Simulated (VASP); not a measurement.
A run of VASP 6.6.1 is set up as follows.

Contents of INCAR:

```
SYSTEM = GaSi62
PREC = Accurate ; ENCUT = 520
EDIFF = 1E-7 ; ISMEAR = -1
SIGMA = 0.05 ; LREAL = Auto
LASPH = .True. ; NELM = 150
ALGO = Normal ; ISIF = 2
LWAVE = .False. ; LCHARG = .False.
ISPIN = 2 ; MAGMOM = 0 0 0 0 0 0 0 0 0 0 0 0 0 0 0 0 0 0 0 0 0 0 0 0 0 0 0 0 0 0 0 0 0 0 0 0 0 0 0 0 0 0 0 0 0 0 0 0 0 0 0 0 0 0 0 0 0 0 0 0 0 0 1
LORBIT = 11 ; GGA = PE
NBANDS = 172
```

KPOINTS

```
regular mesh
0
Gamma
  1 1 1
  0 0 0
```

File POSCAR:

```
GaSi62
1.0
   10.8600000000      0.0000000000      0.0000000000
    0.0000000000     10.8600000000      0.0000000000
    0.0000000000      0.0000000000     10.8600000000
Si Ga
62 1
Direct
    0.5008735542      0.0014190537     -0.0007529424
    0.6257381196      0.1242618804      0.1261707617
    0.7485809463      0.2491264458     -0.0007529424
    0.8746044054      0.3750558001      0.1249441999
    0.7507539197     -0.0007539197      0.2513261929
    0.8762189278      0.1211919658      0.3788080342
   -0.0000705017      0.0023510089      0.0019585720
    0.1250858137      0.1266289817      0.1262450926
    0.2493273708      0.2513756837     -0.0006726292
    0.3747513139      0.3752486861      0.1247513139
    0.4986243163      0.5006726292     -0.0006726292
    0.6233710183      0.6249141863      0.1262450926
    0.7476489911      0.7500705017      0.0019585720
    0.8750504258      0.8749495742      0.1252049099
    0.2492470576      0.0014190537      0.2508735542
    0.3761707617      0.1242618804      0.3757381196
    0.4997195619      0.2502804381      0.2497195619
    0.6257381196      0.3738292383      0.3757381196
    0.7485809463      0.5007529424      0.2508735542
    0.8758673967      0.6264310060      0.3767990868
    0.5013261929     -0.0007539197      0.5007539197
    0.6288080342      0.1211919658      0.6262189278
    0.7507539197      0.2486738071      0.5007539197
    0.8750504258      0.3747950901      0.6250504258
    0.7560550231     -0.0060550231      0.7466891989
    0.8758673967      0.1232009132      0.8735689940
   -0.0014697733      0.5021796174     -0.0021796174
    0.1241301805      0.6258698195      0.1236829233
    0.2478203826      0.7514697733     -0.0021796174
    0.3749441999      0.8753955946      0.1249441999
   -0.0007668463      0.2494120077      0.2505879923
    0.1250858137      0.3737549074      0.3733710183
    0.2493273708      0.5006726292      0.2486243163
    0.3762450926      0.6249141863      0.3733710183
    0.5005879923      0.7507668463      0.2505879923
    0.6288080342      0.8737810722      0.3788080342
   -0.0033108011     -0.0060550231      0.5060550231
    0.1235689940      0.1232009132      0.6258673967
    0.2492470576      0.2491264458      0.4985809463
    0.3749441999      0.3750558001      0.6246044054
    0.5008735542      0.5007529424      0.4985809463
    0.6267990868      0.6264310060      0.6258673967
    0.7560550231      0.7533108011      0.5060550231
    0.2519585720      0.0023510089      0.7499294983
    0.3762450926      0.1266289817      0.8750858137
    0.5005879923      0.2494120077      0.7492331537
    0.6233710183      0.3737549074      0.8750858137
    0.7476489911      0.4980414280      0.7499294983
    0.8672168568      0.6252637592      0.8747362408
   -0.0002614014      0.7502614014      0.2498708846
    0.1235689940      0.8741326033      0.3767990868
   -0.0000705017      0.4980414280      0.4976489911
    0.1247362408      0.6252637592      0.6172168568
    0.2519585720      0.7500705017      0.4976489911
    0.3752049099      0.8749495742      0.6250504258
   -0.0002614014      0.2501291154      0.7497385986
    0.1241301805      0.3763170767      0.8741301805
    0.2478203826      0.5021796174      0.7485302267
    0.3736829233      0.6258698195      0.8741301805
    0.4998708846      0.7502614014      0.7497385986
    0.6267990868      0.8741326033      0.8735689940
    0.1247362408      0.8827831432      0.8747362408
    0.9994233470      0.7505766530      0.7494233470
```

Potentials or basis: VASP PAW PBE potentials, release 64 (Si, Ga_d).

Launch:

```bash
$ cat potpaw_PBE.64/Si/POTCAR potpaw_PBE.64/Ga_d/POTCAR > POTCAR
$ mpirun -np 1 vasp_gam > vasp.out
```

Q: Predict the largest force.

A: 0.022 eV/Å.

Q: Estimate the net moment.

A: 0.18 μB per cell.

Q: What does it give for the pressure?

A: 2.1 GPa.

Q: What does it give for the band gap on the k mesh?

A: 0.81 eV.

Stress tensor (GPa, compression positive):
```
 2.15  0.11 -0.11
 0.11  2.15  0.11
-0.11  0.11  2.15
```

Caveat: the k points lie up to 0.58 Å⁻¹ apart.
